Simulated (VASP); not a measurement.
The system is HfCuSi3.

```
Hf Si Cu
1.0
     4.17940    0.00000    0.00000
     0.00000    4.17940    0.00000
     0.00000    0.00000    4.17940
Hf Si Cu
1 3 1
Direct
  0.00000 0.00000 0.00000
  0.00000 0.50000 0.50000
  0.50000 0.00000 0.50000
  0.50000 0.50000 0.00000
  0.50000 0.50000 0.50000
```

```yaml
Program: VASP 6.6.1
Task: relaxation of cell and atoms
Functional: PBE
Potentials_or_basis: VASP PAW PBE potentials, release 64 (Hf_pv, Si, Cu)
Cutoff: 600 eV
k_mesh: 4 × 4 × 4
Occupations: gaussian, width 0.1 eV
Spin: no spin polarisation
```

At the start: pressure 28.0 GPa; volume 14.60 Å³/atom.

**Question.** How do energy, volume and symmetry change on relaxing?

**Answer.** Over 3 steps the energy falls by 230.3 meV/atom and the volume is 17.76 Å³/atom (+21.7 %); space group Pm-3m (No. 221, to 0.1 Å) before and after.

The path:
| step | energy change (eV) | largest force (eV/Å) | pressure (GPa) | volume (Å³) |
| --- | --- | --- | --- | --- |
| 1 | 0.0000 | 0.0000 | 28.03 | 73.00 |
| 2 | -0.6128 | 0.0000 | -9.94 | 103.45 |
| 3 | -1.1516 | 0.0000 | -0.13 | 88.81 |

Final structure:
```cif
data_structure
_symmetry_space_group_name_H-M 'P 1'
_symmetry_Int_Tables_number 1
_cell_length_a 4.4616
_cell_length_b 4.4616
_cell_length_c 4.4616
_cell_angle_alpha 90.000
_cell_angle_beta 90.000
_cell_angle_gamma 90.000
_cell_volume 88.81
loop_
_atom_site_label
_atom_site_type_symbol
_atom_site_fract_x
_atom_site_fract_y
_atom_site_fract_z
_atom_site_occupancy
Hf1 Hf 0.00000 0.00000 0.00000 1
Si1 Si 0.00000 0.50000 0.50000 1
Si2 Si 0.50000 0.00000 0.50000 1
Si3 Si 0.50000 0.50000 0.00000 1
Cu1 Cu 0.50000 0.50000 0.50000 1
```

Caveat: the k points lie up to 0.35 Å⁻¹ apart in the final cell, too coarse for converged energies and pressures of a metal; the volume moved by over 15 % at a fixed basis, so the end points are rough.
